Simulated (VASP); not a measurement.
# Cs2Bi (a cell with a defect) in VASP: single point with PBEsol

Aim: the single point of Cs2Bi (a cell with a defect) with PBEsol.

Program: VASP 6.6.1. These are calculated values, not measurements. Logs are shortened: lines on timing, memory, paths and dates and some standing lists are left out, and cuts for length are marked.

### Step 1. The cell of the first run

The cell holds a defect, 9 atoms: a = 7.198 Å, b = 7.198 Å, c = 10.125 Å, α = 79.44°, β = 79.44°, γ = 91.36°.

### Step 2. Single point, PBEsol

INCAR

```
PREC = Accurate ; ENCUT = 520
EDIFF = 1E-7 ; ISMEAR = -1
SIGMA = 0.05 ; LREAL = F
LASPH = T ; NELM = 100
ALGO = Normal ; ISIF = 2
LWAVE = F ; LCHARG = T
GGA = PS ; LELF = T
LVHAR = T ; NBANDS = 60
```

KPOINTS

```
Automatic mesh
0
Gamma
  2 2 2
```

POSCAR

```
Cs2Bi
1.0
    5.0289594100      5.1500676100      0.0000000000
    5.0289594100     -5.1500676100      0.0000000000
    2.6563165200      0.0000000000     -9.7701234300
Bi Cs
3 6
Direct
    0.8947347162      0.3116994578      0.8330575410
    0.6905048183      0.1076439265      0.6657607805
    0.2014854768      0.8007915896      0.2494651186
    0.7345403577      0.6515843594      0.5225446778
    0.3507440200      0.2677926818      0.9763343389
    0.2310597754      0.3037421222      0.4708335604
    0.6985670134      0.7712448942      0.0280085510
    0.1665126609      0.8357700883      0.7494550148
    0.8237952340      0.1785013755      0.2494111786
```

Potentials or basis: VASP PAW PBE potentials, release 64 (Bi_d, Cs_sv).

The run is started by

```console
$ cat potpaw_PBE.64/Bi_d/POTCAR potpaw_PBE.64/Cs_sv/POTCAR > POTCAR
$ mpirun -np 1 vasp_std > vasp.out
```

OUTCAR:

```text
PREC = Accurate
   ENCUT = 520
   EDIFF = 1E-7
   ISMEAR = -1
   LREAL = F
   LASPH = T
   NELM = 100
   ISIF = 2
   GGA = PS

 ion  position               nearest neighbor table
   1  0.895  0.312  0.833-   2 2.98
   2  0.691  0.108  0.666-   1 2.98
   3  0.201  0.801  0.249-
   4  0.735  0.652  0.523-
   5  0.351  0.268  0.976-
   6  0.231  0.304  0.471-
   7  0.699  0.771  0.028-
   8  0.167  0.836  0.749-
   9  0.824  0.179  0.249-

  LATTYP: Found a base centered monoclinic cell.
 ALAT       =    10.0579188200
 B/A-ratio  =     1.0240821590
 C/A-ratio  =     1.0066483977
 COS(beta)  =    -0.2623577457

  Lattice vectors:

 A1 = (  -5.0289594100,  -5.1500676100,   0.0000000000)
 A2 = (  -5.0289594100,   5.1500676100,   0.0000000000)
 A3 = (   2.6563165200,   0.0000000000,  -9.7701234300)

Analysis of symmetry for initial positions (statically):
=====================================================================
 Subroutine PRICEL returns:
 Original cell was already a primitive cell.

 Routine SETGRP: Setting up the symmetry group for a
 base centered monoclinic supercell.

 Subroutine GETGRP returns: Found  1 space group operations
 (whereof  1 operations were pure point group operations)
 out of a pool of  4 trial point group operations.

The static configuration has the point symmetry C_1 .

Analysis of symmetry for dynamics (positions and initial velocities):
=====================================================================
 Subroutine PRICEL returns:
 Original cell was already a primitive cell.

 Routine SETGRP: Setting up the symmetry group for a
 base centered monoclinic supercell.

 Subroutine GETGRP returns: Found  1 space group operations
 (whereof  1 operations were pure point group operations)
 out of a pool of  4 trial point group operations.

The dynamic configuration has the point symmetry C_1 .

 Subroutine INISYM returns: Found  1 space group operations
 (whereof  1 operations are pure point group operations),
 and found     1 'primitive' translations

----------------------------------------------------------------------------------------

                                     Primitive cell

  volume of cell :     506.0823

  direct lattice vectors                    reciprocal lattice vectors
     5.028959410  5.150067610  0.000000000     0.099424147  0.097086104  0.027031593
     5.028959410 -5.150067610  0.000000000     0.099424147 -0.097086104  0.027031593
     2.656316520  0.000000000 -9.770123430     0.000000000  0.000000000 -0.102352852

  length of vectors
     7.198168457  7.198168457 10.124787864     0.141568286  0.141568286  0.102352852

  position of ions in fractional coordinates (direct lattice)
     0.894734716  0.311699458  0.833057541
     0.690504818  0.107643927  0.665760781
     0.201485477  0.800791590  0.249465119
     0.734540358  0.651584359  0.522544678
     0.350744020  0.267792682  0.976334339
     0.231059775  0.303742122  0.470833560
     0.698567013  0.771244894  0.028008551
     0.166512661  0.835770088  0.749455015
     0.823795234  0.178501375  0.249411179

  ion indices of the primitive-cell ions
   primitive index   ion index
                 1           1
                 2           2
                 3           3
                 4           4
                 5           5
                 6           6
                 7           7
                 8           8
                 9           9

----------------------------------------------------------------------------------------

 KPOINTS: Automatic mesh

Automatic generation of k-mesh.
 Grid dimensions read from file:
 generate k-points for:    2    2    2

 Generating k-lattice:

  Cartesian coordinates                     Fractional coordinates (reciprocal lattice)
     0.049712074  0.048543052  0.013515797     0.500000000  0.000000000 -0.000000000
     0.049712074 -0.048543052  0.013515797     0.000000000  0.500000000 -0.000000000
     0.000000000  0.000000000 -0.051176426     0.000000000  0.000000000  0.500000000

  Length of vectors
     0.070784143  0.070784143  0.051176426

  Shift w.r.t. Gamma in fractional coordinates (k-lattice)
     0.000000000  0.000000000  0.000000000

 Subroutine IBZKPT returns following result:
 ===========================================

 Found      8 irreducible k-points:

 Following reciprocal coordinates:
            Coordinates               Weight
  0.000000  0.000000  0.000000      1.000000
  0.500000  0.000000 -0.000000      1.000000
  0.000000  0.500000 -0.000000      1.000000
  0.500000  0.500000 -0.000000      1.000000
  0.000000  0.000000  0.500000      1.000000
  0.500000  0.000000  0.500000      1.000000
  0.000000  0.500000  0.500000      1.000000
  0.500000  0.500000  0.500000      1.000000
   k-points           NKPTS =      8   k-points in BZ     NKDIM =      8   number of bands    NBANDS=     60
   number of dos      NEDOS =    301   number of ions     NIONS =      9
   total plane-waves  NPLWV = 233280
   dimension x,y,z NGX =    54 NGY =   54 NGZ =   80
   dimension x,y,z NGXF=   108 NGYF=  108 NGZF=  160
   ions per type =               3   6
   NGX,Y,Z   is equivalent  to a cutoff of  12.47, 12.47, 13.14 a.u.
   NGXF,Y,Z  is equivalent  to a cutoff of  24.94, 24.94, 26.27 a.u.
 SYSTEM =  unknown system
   PREC   = accura    normal or accurate (medium, high low for compatibility)
   ISTART =      0    job   : 0-new  1-cont  2-samecut
   ICHARG =      2    charge: 1-file 2-atom 10-const
   ISPIN  =      1    spin polarized calculation?
   LNONCOLLINEAR =      F non collinear calculations
   LSORBIT =      F    spin-orbit coupling
   LASPH  =      T    aspherical Exc in radial PAW
   ENCUT  =  520.0 eV  38.22 Ry    6.18 a.u.  13.38 13.38 18.83*2*pi/ulx,y,z
   NELM   =    100;   NELMIN=  2; NELMDL= -5     # of ELM steps
   EDIFF  = 0.1E-06   stopping-criterion for ELM
   LREAL  =      F    real-space projection
   EDIFFG = 0.1E-05   stopping-criterion for IOM
   NSW    =      0    number of steps for IOM
   IBRION =     -1    ionic relax: 0-MD 1-quasi-New 2-CG
   NFREE  =      0    steps in history (QN), initial steepest desc. (CG)
   ISIF   =      2    stress and relaxation
   ISYM   =      2    0-nonsym 1-usesym 2-fastsym
   POTIM  = 0.5000    time-step for ionic-motion
   TEBEG  =    0.0;   TEEND  =   0.0 temperature during run
   PSTRESS=    0.0 pullay stress
   NELECT =      99.0000    total number of electrons
   NUPDOWN=      -1.0000    fix difference up-down
   EMIN   =  10.00;   EMAX   =-10.00  energy-range for DOS
   EFERMI =   0.00;   METHOD = LEGACY
   ISMEAR =    -1;   SIGMA  =   0.05  broadening in eV -4-tet -1-fermi 0-gaus
   EFERMI_NEDOS =   21; number of points for ismear=-14 and -15
   IALGO  =     38    algorithm
   IMIX   =      4    mixing-type and parameters
     AMIX     =   0.40;   BMIX     =  1.00
     AMIX_MAG =   1.60;   BMIX_MAG =  1.00
  volume/ion in A,a.u.               =      56.23       379.47
  Fermi-wavevector in a.u.,A,eV,Ry     =   0.950341  1.795884 12.288078  0.903148
  Thomas-Fermi vector in A             =   2.078709
   LORBIT       =      0    0 simple, 1 ext, 2 COOP (PROOUT), +10 PAW based schemes
   GGA     = PS    functional components
   LHFCALC =     F    Hartree Fock is set to
   AEXX    =    0.0000 exact exchange contribution
   IVDW    =     0    specifies the selected vdW correction
   LEPSILON=     F    determine dielectric tensor
   LRPA    =     F    only Hartree local field effects (RPA)
 non-spin polarized calculation
  energy-cutoff  :      520.00
  volume of cell :      506.08
 maximum number of plane-waves:     13694
 NGX is ok and might be reduce to    54
   NGX = 27   NGY = 27   NGZ = 37

 number of electron      99.0000007 magnetization

 Free energy of the ion-electron system (eV)
  ---------------------------------------------------
  ext. energy  EPLUGINS =         0.00000000
  ---------------------------------------------------
  free energy    TOTEN  =       -21.53722387 eV

  energy without entropy =      -21.45015378  energy(sigma->0) =      -21.49368882

 E-fermi :   1.9587     XC(G=0):  -7.5367

 val. band max:        1.9587035568   @ k =   0.5000   0.0000   0.5000
 cond. band min:       2.0000566982   @ k =   0.5000   0.5000  -0.0000
 fundamental gap:      0.0413531413
 Fermi energy:         1.9587485840

 k-point     1 :       0.0000    0.0000    0.0000
  band No.  band energies     occupation
      1     -20.9765      2.00000
      2     -20.9198      2.00000
      3     -20.6355      2.00000
      4     -20.6279      2.00000
      5     -20.5168      2.00000
      6     -20.5160      2.00000
[... 52 lines left out ...]
     59       4.8483      0.00000
     60       5.0205      0.00000

 k-point     2 :       0.5000    0.0000   -0.0000
  band No.  band energies     occupation
      1     -20.9750      2.00000
      2     -20.9191      2.00000
      3     -20.6364      2.00000
      4     -20.6279      2.00000
      5     -20.5183      2.00000
      6     -20.5153      2.00000
[... 52 lines left out ...]
     59       4.7480      0.00000
     60       4.8782      0.00000

 k-point     3 :       0.0000    0.5000   -0.0000
  band No.  band energies     occupation
      1     -20.9750      2.00000
      2     -20.9191      2.00000
      3     -20.6362      2.00000
      4     -20.6281      2.00000
      5     -20.5188      2.00000
      6     -20.5148      2.00000
[... 304 lines left out ...]
     59       4.6483      0.00000
     60       4.8271      0.00000

 k-point     8 :       0.5000    0.5000    0.5000
  band No.  band energies     occupation
      1     -20.9737      2.00000
      2     -20.9185      2.00000
      3     -20.6346      2.00000
      4     -20.6291      2.00000
      5     -20.5187      2.00000
      6     -20.5167      2.00000
[... 52 lines left out ...]
     59       4.9129      0.00000
     60       4.9688      0.00000

------------------------ aborting loop because EDIFF is reached ----------------------------------------

  FORCE on cell =-STRESS in cart. coord.  units (eV):
  Direction    XX          YY          ZZ          XY          YZ          ZX
  --------------------------------------------------------------------------------------
  -------------------------------------------------------------------------------------
  Total       -2.0641408     -1.4786940     -1.8443642     -0.0007162      0.0003073      1.0218045
  in kB       -6.5347471     -4.6813141     -5.8389688     -0.0022674      0.0009729      3.2348733
  external PRESSURE =      -5.6850100 kB  Pullay stress =       0.0000000 kB

 VOLUME and BASIS-vectors are now :
 -----------------------------------------------------------------------------
  energy-cutoff  :      520.00
  volume of cell :      506.08
      direct lattice vectors                 reciprocal lattice vectors
     5.028959410  5.150067610  0.000000000     0.099424147  0.097086104  0.027031593
     5.028959410 -5.150067610  0.000000000     0.099424147 -0.097086104  0.027031593
     2.656316520  0.000000000 -9.770123430     0.000000000  0.000000000 -0.102352852

 POSITION                                       TOTAL-FORCE (eV/Angst)
 -----------------------------------------------------------------------------------
      8.27997      3.00267     -8.13907        -0.001193     -0.001100     -0.000015
      5.78233      3.00177     -6.50457         0.000671     -0.000658     -0.001239
      5.70307     -3.08647     -2.43731         0.000154      0.000268      0.000914
      8.35881      0.42723     -5.10533        -0.000938      0.001922      0.009391
      5.70405      0.42721     -9.53891         0.000841      0.002000     -0.009182
      3.94018     -0.37432     -4.60010         0.002487     -0.000954      0.010417
      7.46602     -0.37430     -0.27365        -0.002582     -0.001508     -0.010461
      7.03123     -3.44672     -7.32227         0.000277      0.002825      0.000303
      5.70302      3.32331     -2.43678         0.000282     -0.002795     -0.000128
 -----------------------------------------------------------------------------------
    total drift:                               -0.000786     -0.000346     -0.000402

  FREE ENERGIE OF THE ION-ELECTRON SYSTEM (eV)
  ---------------------------------------------------
  free  energy   TOTEN  =       -21.5372238716 eV

  energy  without entropy=      -21.4501537765  energy(sigma->0) =      -21.49368882
```

Wall time 5 min (1 thread of Intel Xeon Platinum 8488C (Sapphire Rapids), shared host); peak memory 0.61 GiB.

What came out:

- Free energy: -21.5372 eV
- Pressure: -0.6 GPa
- Largest force: 0.011 eV/Å

Forces in eV/Å, atoms in the order of the input:
```
Bi  -0.001 -0.001  0.000
Bi   0.001 -0.001 -0.001
Bi   0.000  0.000  0.001
Cs  -0.001  0.002  0.009
Cs   0.001  0.002 -0.009
Cs   0.002 -0.001  0.010
Cs  -0.003 -0.002 -0.010
Cs   0.000  0.003  0.000
Cs   0.000 -0.003  0.000
```

Levels at points of the mesh, in eV from the Fermi level:
```tsv
k point	band 46	band 47	band 48	band 49	band 50	band 51	band 52	band 53	band 54	band 55
(0.00, 0.00, 0.00)	-0.54	-0.39	-0.22	-0.17	-0.13	0.44	1.32	1.68	2.05	2.18
(0.50, 0.00, 0.00)	-0.61	-0.36	-0.28	-0.22	-0.01	1.07	1.87	1.96	2.02	2.13
(0.00, 0.50, 0.00)	-0.61	-0.36	-0.28	-0.22	-0.01	1.07	1.87	1.96	2.02	2.13
(0.50, 0.50, 0.00)	-0.36	-0.32	-0.25	-0.21	0.04	1.38	1.56	1.73	1.81	2.18
(0.00, 0.00, 0.50)	-0.63	-0.26	-0.21	-0.21	-0.09	0.80	1.58	1.77	2.13	2.19
(0.50, 0.00, 0.50)	-0.54	-0.32	-0.18	-0.14	0.00	1.08	1.79	1.94	2.00	2.17
(0.00, 0.50, 0.50)	-0.54	-0.32	-0.18	-0.14	0.00	1.08	1.79	1.94	2.00	2.17
(0.50, 0.50, 0.50)	-0.43	-0.35	-0.17	-0.02	-0.01	0.93	1.39	1.82	2.07	2.23
```

Caveat: the k points lie up to 0.44 Å⁻¹ apart; the PAW data sets were made with another functional, which shifts forces and pressure a little; spin-orbit coupling is left out, which moves the levels of the heavy elements.
